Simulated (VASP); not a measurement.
# Pt (Fm-3m) in VASP: further runs

Runs on Pt. Level: PBEsol. Tasks: single point, relaxation of volume and atoms at fixed shape.

Program: VASP 6.6.1. These are calculated values, not measurements. Logs are shortened: lines on timing, memory, paths and dates and some standing lists are left out, and cuts for length are marked.

## (1) The cell of the first run

It takes space group Fm-3m (No. 225, cubic). The conventional cell has a = 3.918 Å, b = 3.918 Å, c = 3.918 Å, α = 90.00°, β = 90.00°, γ = 90.00°. Pt (site symmetry m-3m) has 12 Pt at 2.77 Å within 3.7 Å.

## (2) Single point, PBEsol

Contents of INCAR:

```
SYSTEM = Pt
PREC = Accurate
ENCUT = 520
EDIFF = 1E-6
ISMEAR = -1
SIGMA = 0.1
LREAL = .FALSE.
LASPH = .TRUE.
NELM = 60
ALGO = Normal
ISIF = 2
LWAVE = .FALSE.
LCHARG = .FALSE.
GGA = PS
NBANDS = 11
```

Contents of KPOINTS:

```
regular mesh
0
G
  11 11 11
  0 0 0
```

Contents of POSCAR:

```
Pt
1.0
    0.0000000000      1.9592431550      1.9592431550
    1.9592431550      0.0000000000      1.9592431550
    1.9592431550      1.9592431550      0.0000000000
Pt
1
Direct
    0.0000000000      0.0000000000      0.0000000000
```

Potentials or basis: VASP PAW PBE potentials, release 64 (Pt).

On the command line:

```bash
$ cat potpaw_PBE.64/Pt/POTCAR > POTCAR
$ mpirun -np 1 vasp_std > vasp.out
```

OUTCAR:

```text
SYSTEM = Pt
   PREC = Accurate
   ENCUT = 520
   EDIFF = 1E-6
   ISMEAR = -1
   LREAL = .FALSE.
   LASPH = .TRUE.
   NELM = 60
   ISIF = 2
   GGA = PS

 ion  position               nearest neighbor table
   1  0.000  0.000  0.000-

  LATTYP: Found a face centered cubic cell.
 ALAT       =     3.9184863100

  Lattice vectors:

 A1 = (   0.0000000000,   1.9592431550,   1.9592431550)
 A2 = (   1.9592431550,   0.0000000000,   1.9592431550)
 A3 = (   1.9592431550,   1.9592431550,   0.0000000000)

Analysis of symmetry for initial positions (statically):
=====================================================================
 Subroutine PRICEL returns:
 Original cell was already a primitive cell.

 Routine SETGRP: Setting up the symmetry group for a
 face centered cubic supercell.

 Subroutine GETGRP returns: Found 48 space group operations
 (whereof 48 operations were pure point group operations)
 out of a pool of 48 trial point group operations.

The static configuration has the point symmetry O_h .

Analysis of symmetry for dynamics (positions and initial velocities):
=====================================================================
 Subroutine PRICEL returns:
 Original cell was already a primitive cell.

 Routine SETGRP: Setting up the symmetry group for a
 face centered cubic supercell.

 Subroutine GETGRP returns: Found 48 space group operations
 (whereof 48 operations were pure point group operations)
 out of a pool of 48 trial point group operations.

The dynamic configuration has the point symmetry O_h .

 Subroutine INISYM returns: Found 48 space group operations
 (whereof 48 operations are pure point group operations),
 and found     1 'primitive' translations

----------------------------------------------------------------------------------------

                                     Primitive cell

  volume of cell :      15.0416

  direct lattice vectors                    reciprocal lattice vectors
     0.000000000  1.959243155  1.959243155    -0.255200585  0.255200585  0.255200585
     1.959243155  0.000000000  1.959243155     0.255200585 -0.255200585  0.255200585
     1.959243155  1.959243155  0.000000000     0.255200585  0.255200585 -0.255200585

  length of vectors
     2.770788242  2.770788242  2.770788242     0.442020380  0.442020380  0.442020380

  position of ions in fractional coordinates (direct lattice)
     0.000000000  0.000000000  0.000000000

  ion indices of the primitive-cell ions
   primitive index   ion index
                 1           1

----------------------------------------------------------------------------------------

 KPOINTS: regular mesh

Automatic generation of k-mesh.
 Grid dimensions read from file:
 generate k-points for:   11   11   11

 Generating k-lattice:

  Cartesian coordinates                     Fractional coordinates (reciprocal lattice)
    -0.023200053  0.023200053  0.023200053     0.090909091  0.000000000  0.000000000
     0.023200053 -0.023200053  0.023200053     0.000000000  0.090909091  0.000000000
     0.023200053  0.023200053 -0.023200053     0.000000000  0.000000000  0.090909091

  Length of vectors
     0.040183671  0.040183671  0.040183671

  Shift w.r.t. Gamma in fractional coordinates (k-lattice)
     0.000000000  0.000000000  0.000000000

 Subroutine IBZKPT returns following result:
 ===========================================

 Found     56 irreducible k-points:

 Following reciprocal coordinates:
            Coordinates               Weight
  0.000000  0.000000  0.000000      1.000000
  0.090909  0.000000  0.000000      8.000000
  0.181818  0.000000  0.000000      8.000000
  0.272727  0.000000  0.000000      8.000000
  0.363636  0.000000  0.000000      8.000000
  0.454545  0.000000  0.000000      8.000000
[... 16 lines left out ...]
 -0.272727  0.181818  0.000000     24.000000
 -0.181818  0.181818  0.000000     12.000000
 [... further k-points ...]
   k-points           NKPTS =     56   k-points in BZ     NKDIM =     56   number of bands    NBANDS=     11
   number of dos      NEDOS =    301   number of ions     NIONS =      1
   total plane-waves  NPLWV =  13824
   dimension x,y,z NGX =    24 NGY =   24 NGZ =   24
   dimension x,y,z NGXF=    48 NGYF=   48 NGZF=   48
   ions per type =               1
   NGX,Y,Z   is equivalent  to a cutoff of  14.40, 14.40, 14.40 a.u.
   NGXF,Y,Z  is equivalent  to a cutoff of  28.80, 28.80, 28.80 a.u.
 SYSTEM =  Pt
   PREC   = accura    normal or accurate (medium, high low for compatibility)
   ISTART =      0    job   : 0-new  1-cont  2-samecut
   ICHARG =      2    charge: 1-file 2-atom 10-const
   ISPIN  =      1    spin polarized calculation?
   LNONCOLLINEAR =      F non collinear calculations
   LSORBIT =      F    spin-orbit coupling
   LASPH  =      T    aspherical Exc in radial PAW
   ENCUT  =  520.0 eV  38.22 Ry    6.18 a.u.   5.15  5.15  5.15*2*pi/ulx,y,z
   NELM   =     60;   NELMIN=  2; NELMDL= -5     # of ELM steps
   EDIFF  = 0.1E-05   stopping-criterion for ELM
   LREAL  =      F    real-space projection
   EDIFFG = 0.1E-04   stopping-criterion for IOM
   NSW    =      0    number of steps for IOM
   IBRION =     -1    ionic relax: 0-MD 1-quasi-New 2-CG
   NFREE  =      0    steps in history (QN), initial steepest desc. (CG)
   ISIF   =      2    stress and relaxation
   ISYM   =      2    0-nonsym 1-usesym 2-fastsym
   POTIM  = 0.5000    time-step for ionic-motion
   TEBEG  =    0.0;   TEEND  =   0.0 temperature during run
   PSTRESS=    0.0 pullay stress
   NELECT =      10.0000    total number of electrons
   NUPDOWN=      -1.0000    fix difference up-down
   EMIN   =  10.00;   EMAX   =-10.00  energy-range for DOS
   EFERMI =   0.00;   METHOD = LEGACY
   ISMEAR =    -1;   SIGMA  =   0.10  broadening in eV -4-tet -1-fermi 0-gaus
   EFERMI_NEDOS =   21; number of points for ismear=-14 and -15
   IALGO  =     38    algorithm
   IMIX   =      4    mixing-type and parameters
     AMIX     =   0.40;   BMIX     =  1.00
     AMIX_MAG =   1.60;   BMIX_MAG =  1.00
  volume/ion in A,a.u.               =      15.04       101.51
  Fermi-wavevector in a.u.,A,eV,Ry     =   1.428817  2.700072 27.776524  2.041517
  Thomas-Fermi vector in A             =   2.548837
   LORBIT       =      0    0 simple, 1 ext, 2 COOP (PROOUT), +10 PAW based schemes
   GGA     = PS    functional components
   LHFCALC =     F    Hartree Fock is set to
   AEXX    =    0.0000 exact exchange contribution
   IVDW    =     0    specifies the selected vdW correction
   LEPSILON=     F    determine dielectric tensor
   LRPA    =     F    only Hartree local field effects (RPA)
 non-spin polarized calculation
  energy-cutoff  :      520.00
  volume of cell :       15.04
 maximum number of plane-waves:       416
 NGX is ok and might be reduce to    24
   NGX = 11   NGY = 11   NGZ = 11

 number of electron      10.0000000 magnetization

 Free energy of the ion-electron system (eV)
  ---------------------------------------------------
  ext. energy  EPLUGINS =         0.00000000
  ---------------------------------------------------
  free energy    TOTEN  =        -7.00210245 eV

  energy without entropy =       -6.94734188  energy(sigma->0) =       -6.97472217

 E-fermi :  11.1224     XC(G=0): -13.6447

 val. band max:       11.1215448051   @ k =   0.4545   0.4545   0.0000
 cond. band min:      11.1735789450   @ k =   0.4545   0.0909   0.0000
 fundamental gap:      0.0520341399
 Fermi energy:        11.1224335302

 k-point     1 :       0.0000    0.0000    0.0000
  band No.  band energies     occupation
      1       0.8214      2.00000
      2       7.3197      2.00000
      3       7.3197      2.00000
      4       7.3197      2.00000
      5       9.5075      2.00000
      6       9.5075      2.00000
      7      25.7644      0.00000
      8      30.7371      0.00000
      9      30.7371      0.00000
     10      30.7371      0.00000
     11      36.0468      0.00000

 k-point     2 :       0.0909    0.0000    0.0000
  band No.  band energies     occupation
      1       1.1517      2.00000
      2       7.1768      2.00000
      3       7.4471      2.00000
      4       7.4471      2.00000
      5       9.4398      2.00000
      6       9.4398      2.00000
      7      26.2698      0.00000
      8      29.2033      0.00000
      9      31.2459      0.00000
     10      31.2459      0.00000
     11      37.5582      0.00000

 k-point     3 :       0.1818    0.0000    0.0000
  band No.  band energies     occupation
      1       2.0506      2.00000
      2       6.9196      2.00000
      3       7.6801      2.00000
      4       7.6801      2.00000
      5       9.4177      2.00000
      6       9.4177      2.00000
      7      26.5856      0.00000
      8      27.3421      0.00000
      9      32.6353      0.00000
     10      32.6353      0.00000
     11      35.6167      0.00000

 k-point     4 :       0.2727    0.0000    0.0000
  band No.  band energies     occupation
      1       3.1210      2.00000
      2       7.0808      2.00000
      3       7.6642      2.00000
      4       7.6642      2.00000
      5       9.8303      2.00000
      6       9.8304      2.00000
      7      23.6401      0.00000
      8      27.3219      0.00000
      9      33.8033      0.00000
     10      33.8033      0.00000
     11      34.8283      0.00000

 k-point     5 :       0.3636    0.0000    0.0000
  band No.  band energies     occupation
      1       3.6688      2.00000
      2       7.4465      2.00000
      3       7.4465      2.00000
      4       8.3562      2.00000
      5      10.5568      1.99303
      6      10.5568      1.99303
      7      20.3159      0.00000
      8      26.1506      0.00000
      9      31.7838      0.00000
     10      31.7838      0.00000
     11      37.1794      0.00000
[... 211 lines left out ...]
 k-point    21 :      -0.4545    0.1818    0.0000
  band No.  band energies     occupation
      1       4.6493      2.00000
      2       6.5614      2.00000
      3       8.0094      2.00000
      4       8.1070      2.00000
      5      11.0970      1.12655
      6      14.6438      0.00000
      7      16.7058      0.00000
      8      25.9045      0.00000
      9      28.4445      0.00000
     10      28.7515      0.00000
     11      38.7473      0.00000

 k-point    22 :      -0.3636    0.1818    0.0000
  band No.  band energies     occupation
      1       4.7469      2.00000
      2       6.6958      2.00000
      3       7.7590      2.00000
      4       8.0803      2.00000
      5      10.3736      1.99888
      6      13.6072      0.00000
      7      18.6755      0.00000
      8      25.5549      0.00000
      9      28.0211      0.00000
     10      30.6729      0.00000
     11      36.4427      0.00000

 k-point    23 :      -0.2727    0.1818    0.0000
  band No.  band energies     occupation
      1       4.6463      2.00000
      2       6.6702      2.00000
      3       7.1324      2.00000
      4       8.2383      2.00000
      5       9.4077      2.00000
      6      12.2800      0.00002
      7      21.9008      0.00000
      8      25.9617      0.00000
      9      28.5971      0.00000
     10      33.4608      0.00000
     11      33.5105      0.00000

 k-point    24 :      -0.1818    0.1818    0.0000
  band No.  band energies     occupation
      1       3.7715      2.00000
      2       6.3962      2.00000
      3       7.5176      2.00000
      4       8.5061      2.00000
      5       8.5780      2.00000
      6      11.0581      1.31080
      7      24.5905      0.00000
      8      27.1867      0.00000
      9      30.1411      0.00000
     10      31.2824      0.00000
     11      35.8006      0.00000

 [... further k-points ...]

------------------------ aborting loop because EDIFF is reached ----------------------------------------

  FORCE on cell =-STRESS in cart. coord.  units (eV):
  Direction    XX          YY          ZZ          XY          YZ          ZX
  --------------------------------------------------------------------------------------
  -------------------------------------------------------------------------------------
  Total       -0.0392461     -0.0392461     -0.0392461      0.0000000      0.0000000      0.0000000
  in kB       -4.1803484     -4.1803484     -4.1803484      0.0000000      0.0000000      0.0000000
  external PRESSURE =      -4.1803484 kB  Pullay stress =       0.0000000 kB

 VOLUME and BASIS-vectors are now :
 -----------------------------------------------------------------------------
  energy-cutoff  :      520.00
  volume of cell :       15.04
      direct lattice vectors                 reciprocal lattice vectors
     0.000000000  1.959243155  1.959243155    -0.255200585  0.255200585  0.255200585
     1.959243155  0.000000000  1.959243155     0.255200585 -0.255200585  0.255200585
     1.959243155  1.959243155  0.000000000     0.255200585  0.255200585 -0.255200585

 POSITION                                       TOTAL-FORCE (eV/Angst)
 -----------------------------------------------------------------------------------
      0.00000      0.00000      0.00000        -0.000000     -0.000000     -0.000000
 -----------------------------------------------------------------------------------
    total drift:                               -0.000000      0.000000     -0.000000

  FREE ENERGIE OF THE ION-ELECTRON SYSTEM (eV)
  ---------------------------------------------------
  free  energy   TOTEN  =        -7.0021024463 eV

  energy  without entropy=       -6.9473418841  energy(sigma->0) =       -6.97472217
```

Run time: 7.2 s. Hardware: 1 thread of Intel Xeon Platinum 8488C (Sapphire Rapids), shared host; peak memory 0.14 GiB.

What came out:

| Property | Result |
| --- | --- |
| Free energy | -7.0021 eV |
| Pressure | -0.4 GPa |
| Band gap on the k mesh | zero (band 5 reaches 11.54 eV, above the bottom of band 6 at 9.42 eV) |

Caveat: the PAW data sets were made with another functional, which shifts forces and pressure a little; spin-orbit coupling is left out, which moves the levels of the heavy elements.

## (3) Relaxation of volume and atoms at fixed shape, PBEsol

This run uses another cell than the first one, of 15.08 Å³/atom, 1.003 times its volume.

Contents of INCAR:

```
PREC = Accurate
ENCUT = 600
EDIFF = 1E-6
ISMEAR = -1
SIGMA = 0.1
LREAL = F
LASPH = T
NELM = 100
ALGO = Normal
ISIF = 8
LWAVE = F
LCHARG = F
GGA = PS
IBRION = 2
NSW = 60
EDIFFG = -0.01
```

Contents of KPOINTS:

```
regular mesh
0
Gamma
  11 11 11
```

Contents of POSCAR:

```
Pt
1.0
    0.0000000000      1.9609000000      1.9609000000
    1.9609000000      0.0000000000      1.9609000000
    1.9609000000      1.9609000000      0.0000000000
Pt
1
Direct
    0.0000000000      0.0000000000      0.0000000000
```

Potentials or basis: VASP PAW PBE potentials, release 64 (Pt).

On the command line:

```bash
$ cat potpaw_PBE.64/Pt/POTCAR > POTCAR
$ mpirun -np 1 vasp_std > vasp.out
```

Run time: 12 s. Hardware: 1 thread of Intel Xeon Platinum 8488C (Sapphire Rapids), shared host; peak memory 0.14 GiB.

The run converged. Its results:

```
Free energy                            : -7.0022 eV
Relaxed volume                         : 15.02 Å³/atom
Relaxed cell                           : a = 2.770 Å, b = 2.770 Å, c = 2.770 Å, α = 60.00°, β = 60.00°, γ = 60.00°
Space group after relaxing (to 0.05 Å) : Fm-3m (No. 225)
Energy gained by relaxing              : 0.2 meV/atom
Ionic steps                            : 3
Pressure after relaxing                : 0.0 GPa
Band gap on the k mesh                 : zero (band 5 reaches 11.56 eV, above the bottom of band 6 at 9.44 eV)
```

The path:
| step | energy change (eV) | largest force (eV/Å) | pressure (GPa) | volume (Å³) |
| --- | --- | --- | --- | --- |
| 1 | 0.0000 | 0.0000 | -1.04 | 15.08 |
| 2 | 0.0013 | 0.0000 | 3.16 | 14.87 |
| 3 | -0.0002 | 0.0000 | 0.04 | 15.02 |

Final structure:
```cif
data_structure
_symmetry_space_group_name_H-M 'P 1'
_symmetry_Int_Tables_number 1
_cell_length_a 2.7697
_cell_length_b 2.7697
_cell_length_c 2.7697
_cell_angle_alpha 60.000
_cell_angle_beta 60.000
_cell_angle_gamma 60.000
_cell_volume 15.02
loop_
_atom_site_label
_atom_site_type_symbol
_atom_site_fract_x
_atom_site_fract_y
_atom_site_fract_z
_atom_site_occupancy
Pt1 Pt 0.00000 0.00000 0.00000 1
```

Levels at points of the mesh, in eV from the Fermi level:
| k point | band 2 | band 3 | band 4 | band 5 | band 6 | band 7 | band 8 | band 9 |
| --- | --- | --- | --- | --- | --- | --- | --- | --- |
| (0.00, 0.00, 0.00) | -3.81 | -3.81 | -3.81 | -1.62 | -1.62 | 14.64 | 19.62 | 19.62 |

Caveat: the PAW data sets were made with another functional, which shifts forces and pressure a little; spin-orbit coupling is left out, which moves the levels of the heavy elements.
